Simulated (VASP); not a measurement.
Lu:

```
Lu
1.0
     3.89000    0.00000    0.00000
     0.00000    3.89000    0.00000
     0.00000    0.00000    3.89000
Lu
2
Cartesian
  0.0000 0.0000 0.0000
  1.9450 1.9450 1.9450
```

```yaml
Program: VASP 6.6.1
Task: relaxation of cell and atoms
Functional: PBEsol
Potentials_or_basis: VASP PAW PBE potentials, release 64 (Lu)
Cutoff: 600 eV
k_mesh: 6 × 6 × 6
Occupations: fermi-dirac, width 0.05 eV
Spin: no spin polarisation
```

At the start: pressure -1.7 GPa; volume 29.43 Å³/atom.

Task: How do energy, volume and symmetry change on relaxing?

Result: Over 3 steps the energy falls by 6.0 meV/atom and the volume is 28.33 Å³/atom (-3.7 %); space group Im-3m (No. 229, to 0.05 Å).

Step by step:
```csv
step,energy change (eV),largest force (eV/Å),pressure (GPa),volume (Å³)
1,0.0000,0.0000,-1.73,58.86
2,-0.0115,0.0000,0.39,56.20
3,-0.0120,0.0000,0.03,56.67
```

Final structure:
```
Lu
1.0
     3.84102    0.00000    0.00000
     0.00000    3.84102    0.00000
     0.00000    0.00000    3.84102
Lu
2
Direct
  0.00000 0.00000 0.00000
  0.50000 0.50000 0.50000
```

Caveat: the PAW data sets were made with another functional, which shifts forces and pressure a little.
